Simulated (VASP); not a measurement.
# MnO (Fm-3m) in VASP: further runs

Runs on MnO. Level: PBE+U. Tasks: single point.

Program: VASP 6.6.1. These are calculated values, not measurements. Logs are shortened: lines on timing, memory, paths and dates and some standing lists are left out, and cuts for length are marked.

## (1) The cell of the first run

The structure is cubic, space group Fm-3m (No. 225). Conventional cell: a = 4.410 Å, b = 4.410 Å, c = 4.410 Å, α = 90.00°, β = 90.00°, γ = 90.00°. Mn (site symmetry m-3m) has 6 O at 2.21 Å within 2.9 Å. Within 2.9 Å of O (site symmetry m-3m) lie 6 Mn at 2.21 Å.

## (2) Single point, PBE+U, collinear spin, ferromagnetic start

INCAR reads:

```
  PREC = Accurate
  ENCUT = 700
  EDIFF = 1E-6
  ISMEAR = -1
  SIGMA = 0.03
  LREAL = F
  LASPH = T
  NELM = 200
  ALGO = Normal
  ISIF = 2
  LWAVE = F
  LCHARG = T
  ISPIN = 2
  MAGMOM = 5 0
  LORBIT = 11
  NUPDOWN = 5.0
  LMAXMIX = 4
  LDAU = T
  LDAUTYPE = 2
  LDAUL = 2 -1
  LDAUU = 2.7 0
  LDAUJ = 0 0
  LDAUPRINT = 1
  GGA = PE
  LELF = T
  LVHAR = T
  NBANDS = 22
  GGA_COMPAT = F
```

KPOINTS reads:

```
Automatic mesh
0
Gamma
  9 9 9
```

POSCAR reads:

```
MnO
1.0
    0.0000000000      2.2050000000      2.2050000000
    2.2050000000      0.0000000000      2.2050000000
    2.2050000000      2.2050000000      0.0000000000
Mn O
1 1
Direct
    0.0000000000      0.0000000000      0.0000000000
    0.5000000000      0.5000000000      0.5000000000
```

Potentials or basis: VASP PAW PBE potentials, release 64 (Mn_sv, O).

Command:

```bash
$ cat potpaw_PBE.64/Mn_sv/POTCAR potpaw_PBE.64/O/POTCAR > POTCAR
$ mpirun -np 1 vasp_std > vasp.out
```

OUTCAR:

```text
PREC = Accurate
   ENCUT = 700
   EDIFF = 1E-6
   ISMEAR = -1
   LREAL = F
   LASPH = T
   NELM = 200
   ISIF = 2
   ISPIN = 2
   LORBIT = 11
   NUPDOWN = 5.0
   GGA = PE

 ion  position               nearest neighbor table
   1  0.000  0.000  0.000-   2 2.21   2 2.21   2 2.21   2 2.21   2 2.21   2 2.21
   2  0.500  0.500  0.500-   1 2.21   1 2.21   1 2.21   1 2.21   1 2.21   1 2.21

  LATTYP: Found a face centered cubic cell.
 ALAT       =     4.4100000000

  Lattice vectors:

 A1 = (   0.0000000000,   2.2050000000,   2.2050000000)
 A2 = (   2.2050000000,   0.0000000000,   2.2050000000)
 A3 = (   2.2050000000,   2.2050000000,   0.0000000000)

Analysis of symmetry for initial positions (statically):
=====================================================================
 Subroutine PRICEL returns:
 Original cell was already a primitive cell.

 Routine SETGRP: Setting up the symmetry group for a
 face centered cubic supercell.

 Subroutine GETGRP returns: Found 48 space group operations
 (whereof 48 operations were pure point group operations)
 out of a pool of 48 trial point group operations.

The static configuration has the point symmetry O_h .

Analysis of symmetry for dynamics (positions and initial velocities):
=====================================================================
 Subroutine PRICEL returns:
 Original cell was already a primitive cell.

 Routine SETGRP: Setting up the symmetry group for a
 face centered cubic supercell.

 Subroutine GETGRP returns: Found 48 space group operations
 (whereof 48 operations were pure point group operations)
 out of a pool of 48 trial point group operations.

The dynamic configuration has the point symmetry O_h .

Analysis of structural, dynamic, and magnetic symmetry:
=====================================================================
 Subroutine PRICEL returns:
 Original cell was already a primitive cell.

 Routine SETGRP: Setting up the symmetry group for a
 face centered cubic supercell.

 Subroutine GETGRP returns: Found 48 space group operations
 (whereof 48 operations were pure point group operations)
 out of a pool of 48 trial point group operations.

The overall configuration has the point symmetry O_h .

 Subroutine INISYM returns: Found 48 space group operations
 (whereof 48 operations are pure point group operations),
 and found     1 'primitive' translations

----------------------------------------------------------------------------------------

                                     Primitive cell

  volume of cell :      21.4415

  direct lattice vectors                    reciprocal lattice vectors
     0.000000000  2.205000000  2.205000000    -0.226757370  0.226757370  0.226757370
     2.205000000  0.000000000  2.205000000     0.226757370 -0.226757370  0.226757370
     2.205000000  2.205000000  0.000000000     0.226757370  0.226757370 -0.226757370

  length of vectors
     3.118340905  3.118340905  3.118340905     0.392755285  0.392755285  0.392755285

  position of ions in fractional coordinates (direct lattice)
     0.000000000  0.000000000  0.000000000
     0.500000000  0.500000000  0.500000000

  ion indices of the primitive-cell ions
   primitive index   ion index
                 1           1
                 2           2

----------------------------------------------------------------------------------------

 KPOINTS: Automatic mesh

Automatic generation of k-mesh.
[... 64 lines left out ...]
   ENCUT  =  700.0 eV  51.45 Ry    7.17 a.u.   6.73  6.73  6.73*2*pi/ulx,y,z
   NELM   =    200;   NELMIN=  2; NELMDL= -5     # of ELM steps
   EDIFF  = 0.1E-05   stopping-criterion for ELM
   LREAL  =      F    real-space projection
   EDIFFG = 0.1E-04   stopping-criterion for IOM
   NSW    =      0    number of steps for IOM
   IBRION =     -1    ionic relax: 0-MD 1-quasi-New 2-CG
   NFREE  =      0    steps in history (QN), initial steepest desc. (CG)
   ISIF   =      2    stress and relaxation
   ISYM   =      2    0-nonsym 1-usesym 2-fastsym
   POTIM  = 0.5000    time-step for ionic-motion
   TEBEG  =    0.0;   TEEND  =   0.0 temperature during run
   PSTRESS=    0.0 pullay stress
   NELECT =      21.0000    total number of electrons
   NUPDOWN=       5.0000    fix difference up-down
   EMIN   =  10.00;   EMAX   =-10.00  energy-range for DOS
   EFERMI =   0.00;   METHOD = LEGACY
   ISMEAR =    -1;   SIGMA  =   0.03  broadening in eV -4-tet -1-fermi 0-gaus
   EFERMI_NEDOS =   21; number of points for ismear=-14 and -15
   IALGO  =     38    algorithm
   IMIX   =      4    mixing-type and parameters
     AMIX     =   0.40;   BMIX     =  1.00
     AMIX_MAG =   1.60;   BMIX_MAG =  1.00
  volume/ion in A,a.u.               =      10.72        72.35
  Fermi-wavevector in a.u.,A,eV,Ry     =   1.625783  3.072285 35.962531  2.643171
  Thomas-Fermi vector in A             =   2.718850
   LORBIT       =     11    0 simple, 1 ext, 2 COOP (PROOUT), +10 PAW based schemes
 LDA+U is selected, type is set to LDAUTYPE =  2
   angular momentum for each species LDAUL =     2   -1
   U (eV)           for each species LDAUU =   2.7  0.0
   J (eV)           for each species LDAUJ =   0.0  0.0
   GGA     = PE    functional components
   LHFCALC =     F    Hartree Fock is set to
   AEXX    =    0.0000 exact exchange contribution
   IVDW    =     0    specifies the selected vdW correction
   LEPSILON=     F    determine dielectric tensor
   LRPA    =     F    only Hartree local field effects (RPA)
 spin polarized calculation
  energy-cutoff  :      700.00
  volume of cell :       21.44
 maximum number of plane-waves:       914
   NGX = 13   NGY = 13   NGZ = 13

atom =   1  type =  1  l = 2

 onsite density matrix

spin component  1

  0.9029 -0.0000  0.0000  0.0000  0.0000
 -0.0000  0.9029  0.0000  0.0000  0.0000
  0.0000  0.0000  0.9381  0.0000 -0.0000
  0.0000  0.0000  0.0000  0.9029  0.0000
  0.0000  0.0000 -0.0000  0.0000  0.9381

spin component  2

  0.0164  0.0000 -0.0000 -0.0000 -0.0000
  0.0000  0.0164 -0.0000 -0.0000  0.0000
 -0.0000 -0.0000  0.0609 -0.0000  0.0000
 -0.0000 -0.0000 -0.0000  0.0164 -0.0000
 -0.0000  0.0000  0.0000 -0.0000  0.0609

 occupancies and eigenvectors

  o =  0.0164  v =  0.0000  0.0000  0.0000  0.0000  0.0000  1.0000 -0.0001  0.0000  0.0032  0.0000      0.0000  0.0000  0.0000  0.0000  0.0000  0.0000  0.0000  0.0000  0.0000  0.0000
  o =  0.0164  v =  0.0000  0.0000  0.0000  0.0000  0.0000 -0.0032  0.0109  0.0000  0.9999  0.0000      0.0000  0.0000  0.0000  0.0000  0.0000  0.0000  0.0000  0.0000  0.0000  0.0000
  o =  0.0164  v =  0.0000  0.0000  0.0000  0.0000  0.0000  0.0002  0.9999  0.0000 -0.0109 -0.0000      0.0000  0.0000  0.0000  0.0000  0.0000  0.0000  0.0000  0.0000  0.0000  0.0000
  o =  0.0609  v =  0.0000  0.0000  0.0000  0.0000  0.0000  0.0000 -0.0000  0.0097  0.0000 -1.0000      0.0000  0.0000  0.0000  0.0000  0.0000  0.0000  0.0000  0.0000  0.0000  0.0000
  o =  0.0609  v =  0.0000  0.0000  0.0000  0.0000  0.0000 -0.0000  0.0000  1.0000 -0.0000  0.0097      0.0000  0.0000  0.0000  0.0000  0.0000  0.0000  0.0000  0.0000  0.0000  0.0000
  o =  0.9029  v =  0.0000 -0.9225  0.0000 -0.3859  0.0000  0.0000  0.0000  0.0000  0.0000  0.0000      0.0000  0.0000  0.0000  0.0000  0.0000  0.0000  0.0000  0.0000  0.0000  0.0000
  o =  0.9029  v =  1.0000  0.0000  0.0000  0.0000  0.0000  0.0000  0.0000  0.0000  0.0000  0.0000      0.0000  0.0000  0.0000  0.0000  0.0000  0.0000  0.0000  0.0000  0.0000  0.0000
  o =  0.9029  v =  0.0000  0.3859 -0.0000 -0.9225  0.0000  0.0000  0.0000  0.0000  0.0000  0.0000      0.0000  0.0000  0.0000  0.0000  0.0000  0.0000  0.0000  0.0000  0.0000  0.0000
  o =  0.9381  v =  0.0000 -0.0000 -1.0000  0.0000 -0.0063  0.0000  0.0000  0.0000  0.0000  0.0000      0.0000  0.0000  0.0000  0.0000  0.0000  0.0000  0.0000  0.0000  0.0000  0.0000
  o =  0.9381  v =  0.0000 -0.0000  0.0063 -0.0000 -1.0000  0.0000  0.0000  0.0000  0.0000  0.0000      0.0000  0.0000  0.0000  0.0000  0.0000  0.0000  0.0000  0.0000  0.0000  0.0000

 number of electron      21.0000001 magnetization       5.0000001

 Free energy of the ion-electron system (eV)
  ---------------------------------------------------
  ext. energy  EPLUGINS =         0.00000000
  ---------------------------------------------------
  free energy    TOTEN  =       -15.60315121 eV

  energy without entropy =      -15.60293894  energy(sigma->0) =      -15.60304507

 E-fermi :   7.1180     XC(G=0): -11.9931

 val. band max:        9.2709640533   @ k =   0.4444   0.0000   0.0000
 cond. band min:       9.7033070507   @ k =   0.4444   0.4444   0.0000
 fundamental gap:      0.4323429973
 Fermi energy:         9.3745459698

 spin component 1

 k-point     1 :       0.0000    0.0000    0.0000
  band No.  band energies     occupation
      1     -71.9854      1.00000
      2     -40.7289      1.00000
      3     -40.7289      1.00000
      4     -40.7289      1.00000
      5     -10.6604      1.00000
      6       5.4199      1.00000
[... 1193 lines left out ...]
     21      38.3495      0.00000
     22      38.3495      0.00000

 [... further k-points ...]

------------------------ aborting loop because EDIFF is reached ----------------------------------------

  FORCE on cell =-STRESS in cart. coord.  units (eV):
  Direction    XX          YY          ZZ          XY          YZ          ZX
  --------------------------------------------------------------------------------------
  -------------------------------------------------------------------------------------
  Total        1.3625069      1.3625069      1.3625069      0.0000000      0.0000000     -0.0000000
  in kB      101.8107239    101.8107239    101.8107239      0.0000000      0.0000000     -0.0000000
  external PRESSURE =     101.8107239 kB  Pullay stress =       0.0000000 kB

 VOLUME and BASIS-vectors are now :
 -----------------------------------------------------------------------------
  energy-cutoff  :      700.00
  volume of cell :       21.44
      direct lattice vectors                 reciprocal lattice vectors
     0.000000000  2.205000000  2.205000000    -0.226757370  0.226757370  0.226757370
     2.205000000  0.000000000  2.205000000     0.226757370 -0.226757370  0.226757370
     2.205000000  2.205000000  0.000000000     0.226757370  0.226757370 -0.226757370

 POSITION                                       TOTAL-FORCE (eV/Angst)
 -----------------------------------------------------------------------------------
      0.00000      0.00000      0.00000         0.000000     -0.000000      0.000000
      2.20500      2.20500      2.20500        -0.000000      0.000000     -0.000000
 -----------------------------------------------------------------------------------
    total drift:                                0.000000      0.000000      0.000000

  FREE ENERGIE OF THE ION-ELECTRON SYSTEM (eV)
  ---------------------------------------------------
  free  energy   TOTEN  =       -15.6031512107 eV

  energy  without entropy=      -15.6029389379  energy(sigma->0) =      -15.60304507

 total charge

# of ion       s       p       d       tot
------------------------------------------
    1        2.119   6.018   4.733  12.870
    2        1.552   3.463   0.000   5.016
--------------------------------------------------
tot          3.671   9.481   4.733  17.886

 magnetization (x)

# of ion       s       p       d       tot
------------------------------------------
    1        0.024   0.015   4.397   4.436
    2        0.028   0.169   0.000   0.196
--------------------------------------------------
tot          0.052   0.184   4.397   4.633
```

Wall time 59 s (1 thread of Intel Xeon Platinum 8259CL at 2.50GHz (Skylake/Cascade Lake), shared host); peak memory 0.19 GiB.

Results:

```
Free energy                                           : -15.6032 eV
Pressure                                              : 10.2 GPa
Net moment                                            : 5.00 μB per cell
Site moments                                          : Mn +4.44; O +0.20 μB
Valence electrons inside the program's atomic spheres : Mn 12.87; O 5.02
```

Eigenvalues of the final occupation matrices:
```tsv
site	spin	trace	eigenvalues
site 1 d	1	4.58	0.90 0.90 0.90 0.94 0.94
site 1 d	2	0.17	0.02 0.02 0.02 0.06 0.06
```

Caveat: the cell stands under pressure; the total moment is fixed, so each spin has its own Fermi level and the state may be an excited one; a cell with one magnetic atom can't hold antiferromagnetic order, which such compounds often take. The state reached can hang on the start; a lower one may exist.

## (3) Single point, PBE+U, collinear spin, ferromagnetic start

INCAR reads:

```
SYSTEM = MnO
ALGO = Normal ; EDIFF = 1E-6
ENCUT = 700 ; GGA = PE
GGA_COMPAT = .False. ; ISIF = 2
ISMEAR = -1 ; ISPIN = 2
LASPH = .True. ; LCHARG = .True.
LDAU = .True. ; LDAUJ = 0 0
LDAUL = 2 -1 ; LDAUPRINT = 1
LDAUTYPE = 2 ; LDAUU = 2.7 0
LELF = .True. ; LMAXMIX = 4
LORBIT = 11 ; LREAL = .False.
LVHAR = .True. ; LWAVE = .False.
MAGMOM = 4.5 0 ; NBANDS = 22
NELM = 200 ; PREC = Accurate
SIGMA = 0.03
```

KPOINTS reads:

```
k-points
0
Gamma
  9 9 9
  0 0 0
```

POSCAR is that of step 2.

Potentials or basis: VASP PAW PBE potentials, release 64 (Mn_sv, O).

Command:

```bash
$ cat potpaw_PBE.64/Mn_sv/POTCAR potpaw_PBE.64/O/POTCAR > POTCAR
$ mpirun -np 1 vasp_std > vasp.out
```

OUTCAR:

```text
SYSTEM = MnO
   EDIFF = 1E-6
   ENCUT = 700
   GGA = PE
   ISIF = 2
   ISMEAR = -1
   ISPIN = 2
   LASPH = .True.
   LORBIT = 11
   LREAL = .False.
   NELM = 200
   PREC = Accurate

 ion  position               nearest neighbor table
   1  0.000  0.000  0.000-   2 2.21   2 2.21   2 2.21   2 2.21   2 2.21   2 2.21
   2  0.500  0.500  0.500-   1 2.21   1 2.21   1 2.21   1 2.21   1 2.21   1 2.21

  LATTYP: Found a face centered cubic cell.
 ALAT       =     4.4100000000

  Lattice vectors:

 A1 = (   0.0000000000,   2.2050000000,   2.2050000000)
 A2 = (   2.2050000000,   0.0000000000,   2.2050000000)
 A3 = (   2.2050000000,   2.2050000000,   0.0000000000)

Analysis of symmetry for initial positions (statically):
=====================================================================
 Subroutine PRICEL returns:
 Original cell was already a primitive cell.

 Routine SETGRP: Setting up the symmetry group for a
 face centered cubic supercell.

 Subroutine GETGRP returns: Found 48 space group operations
 (whereof 48 operations were pure point group operations)
 out of a pool of 48 trial point group operations.

The static configuration has the point symmetry O_h .

Analysis of symmetry for dynamics (positions and initial velocities):
=====================================================================
 Subroutine PRICEL returns:
 Original cell was already a primitive cell.

 Routine SETGRP: Setting up the symmetry group for a
 face centered cubic supercell.

 Subroutine GETGRP returns: Found 48 space group operations
 (whereof 48 operations were pure point group operations)
 out of a pool of 48 trial point group operations.

The dynamic configuration has the point symmetry O_h .

[... 183 lines left out ...]
  o =  0.9381  v =  0.0000 -0.0000 -0.0185  0.0000  0.9998  0.0000  0.0000  0.0000  0.0000  0.0000      0.0000  0.0000  0.0000  0.0000  0.0000  0.0000  0.0000  0.0000  0.0000  0.0000
  o =  0.9381  v =  0.0000 -0.0000  0.9998  0.0000  0.0185  0.0000  0.0000  0.0000  0.0000  0.0000      0.0000  0.0000  0.0000  0.0000  0.0000  0.0000  0.0000  0.0000  0.0000  0.0000

 number of electron      21.0000001 magnetization       4.9999991

 Free energy of the ion-electron system (eV)
  ---------------------------------------------------
  ext. energy  EPLUGINS =         0.00000000
  ---------------------------------------------------
  free energy    TOTEN  =       -15.60315118 eV

  energy without entropy =      -15.60293883  energy(sigma->0) =      -15.60304500

 E-fermi :   9.3746     XC(G=0): -11.9931

 val. band max:        9.2709772276   @ k =   0.4444   0.0000   0.0000
 cond. band min:       9.7032144325   @ k =   0.4444   0.4444   0.0000
 fundamental gap:      0.4322372049
 Fermi energy:         9.3745566834

 spin component 1

 k-point     1 :       0.0000    0.0000    0.0000
  band No.  band energies     occupation
      1     -71.9855      1.00000
      2     -40.7290      1.00000
      3     -40.7290      1.00000
      4     -40.7290      1.00000
      5     -10.6604      1.00000
      6       5.4199      1.00000
[... 1193 lines left out ...]
     21      38.3495      0.00000
     22      38.3495      0.00000

 [... further k-points ...]

------------------------ aborting loop because EDIFF is reached ----------------------------------------

  FORCE on cell =-STRESS in cart. coord.  units (eV):
  Direction    XX          YY          ZZ          XY          YZ          ZX
  --------------------------------------------------------------------------------------
  -------------------------------------------------------------------------------------
  Total        1.3641993      1.3641993      1.3641993      0.0000000      0.0000000     -0.0000000
  in kB      101.9371813    101.9371813    101.9371813      0.0000000      0.0000000     -0.0000000
  external PRESSURE =     101.9371813 kB  Pullay stress =       0.0000000 kB

 VOLUME and BASIS-vectors are now :
 -----------------------------------------------------------------------------
  energy-cutoff  :      700.00
  volume of cell :       21.44
      direct lattice vectors                 reciprocal lattice vectors
     0.000000000  2.205000000  2.205000000    -0.226757370  0.226757370  0.226757370
     2.205000000  0.000000000  2.205000000     0.226757370 -0.226757370  0.226757370
     2.205000000  2.205000000  0.000000000     0.226757370  0.226757370 -0.226757370

 POSITION                                       TOTAL-FORCE (eV/Angst)
 -----------------------------------------------------------------------------------
      0.00000      0.00000      0.00000        -0.000000      0.000000     -0.000000
      2.20500      2.20500      2.20500         0.000000     -0.000000      0.000000
 -----------------------------------------------------------------------------------
    total drift:                                0.000000      0.000000      0.000000

  FREE ENERGIE OF THE ION-ELECTRON SYSTEM (eV)
  ---------------------------------------------------
  free  energy   TOTEN  =       -15.6031511760 eV

  energy  without entropy=      -15.6029388330  energy(sigma->0) =      -15.60304500

 total charge

# of ion       s       p       d       tot
------------------------------------------
    1        2.119   6.018   4.733  12.870
    2        1.552   3.463   0.000   5.016
--------------------------------------------------
tot          3.671   9.481   4.733  17.886

 magnetization (x)

# of ion       s       p       d       tot
------------------------------------------
    1        0.024   0.015   4.397   4.436
    2        0.028   0.169   0.000   0.196
--------------------------------------------------
tot          0.052   0.184   4.397   4.633
```

Run time: 2.1 min. Hardware: 1 thread of AMD EPYC 7R43 (Zen 3), shared host; peak memory 0.15 GiB.

Results:

| Property | Result |
| --- | --- |
| Free energy | -15.6032 eV |
| Pressure | 10.2 GPa |
| Band gap on the k mesh | zero (filled and empty bands overlap) |
| Net moment | 5.00 μB per cell |
| Site moments | Mn +4.44; O +0.20 μB |
| Valence electrons inside the program's atomic spheres | Mn 12.87; O 5.02 |

Eigenvalues of the final occupation matrices:
| site | spin | trace | eigenvalues |
| --- | --- | --- | --- |
| site 1 d | 1 | 4.58 | 0.90 0.90 0.90 0.94 0.94 |
| site 1 d | 2 | 0.17 | 0.02 0.02 0.02 0.06 0.06 |

Caveat: the cell stands under pressure; a cell with one magnetic atom can't hold antiferromagnetic order, which such compounds often take. The state reached can hang on the start; a lower one may exist.

The gap in the log of VASP goes by the Fermi energy; the results here count the filled bands.